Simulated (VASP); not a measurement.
Runs of VASP 6.6.1 on SiNi3. The structure is that of space group Pm-3m (No. 221), or close to it. The cells are those of the table. 

```csv
task,cell,cutoff (eV),gap on the mesh (eV),pressure (GPa)
single point,"a = 3.541 Å, 4 atoms",520,none,-5.8
single point,"a = 3.575 Å, 4 atoms",520,none,(a)
single point,"a = 3.435 Å, 4 atoms",520,none,15.2
relaxation of cell and atoms,"relaxed from a = 3.542 Å, 4 atoms",600,none,-0.1
single point,"a = 3.619 Å, 4 atoms",520,none,-16.0
```

Alike in all rows: level PBE; potentials or basis VASP PAW PBE potentials, release 64 (Si, Ni); no spin polarisation; k mesh 12 × 12 × 12; smearing gaussian 0.1 eV.

Q: Estimate the missing entries.

A: (a) -10.7.

A gap of «none» marks levels without a gap at the run's occupations.
